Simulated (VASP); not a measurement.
Crystal: Si.

```
Si
1.0
    -1.26272    1.26272    1.26272
     1.26272   -1.26272    1.26272
     1.26272    1.26272   -1.26272
Si
1
Direct
  0.00000 0.00000 0.00000
```

Base run:

| Item | Value |
| --- | --- |
| Program | VASP 6.6.1 |
| Functional | PBE |
| Potentials or basis | VASP PAW PBE potentials, release 64 (Si) |
| Cutoff | 500 eV |
| k mesh | 17 × 17 × 17, shifted |
| Occupations | fermi-dirac, width 0.05 eV |
| Spin | no spin polarisation |

Its results: band gap on the k mesh zero (band 2 reaches 34.77 eV, above the bottom of band 3 at 15.08 eV); pressure 192.2 GPa.

Question: The run is repeated on the same cell with these changes: cutoff from 500 eV to 520 eV; k mesh from 17 × 17 × 17, shifted to 17 × 17 × 17. What comes out?

Answer: Band gap on the k mesh zero (band 2 reaches 35.37 eV, above the bottom of band 3 at 14.74 eV); pressure 193.3 GPa.
